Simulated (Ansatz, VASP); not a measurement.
One calculation of Au, two programs

```
CELL_PARAMETERS angstrom
0.00000 2.06219 2.06219
2.06219 0.00000 2.06219
2.06219 2.06219 0.00000
ATOMIC_POSITIONS crystal
Au 0.00000 0.00000 0.00000
```

Alike in both runs: functional r2SCAN; k mesh 18 × 18 × 18; occupations gaussian, width 0.1 eV; no spin polarisation.

Ansatz relaxed the structure, and its values are those at the end. VASP's run is a single point on that final structure, the one shown.

|  | VASP | Ansatz |
| --- | --- | --- |
| version | VASP 6.6.1 | Ansatz 0.2.0 |
| potentials or method | VASP PAW PBE potentials, release 64 (Au), cutoff 520 eV | scalar-relativistic, plane waves, PAW |
| valence electrons in the cell | 11 | 19 |

```tsv
	VASP	Ansatz	Ansatz less VASP
gap on the k mesh at the Fermi level (eV)	none	none	-
pressure (GPa)	0.2	0.0	-0.26
```

VASP's potentials were made for PBE, not for r2SCAN. A gap of «none» marks a metal or a gap that the smearing closes. With one functional, cell and mesh, what is left measures potentials, basis and numerics. VASP's potentials hold 11 valence electrons a cell and Ansatz's 19, so a difference there can come from the potentials and not from the codes.

Spin-orbit coupling is off throughout.
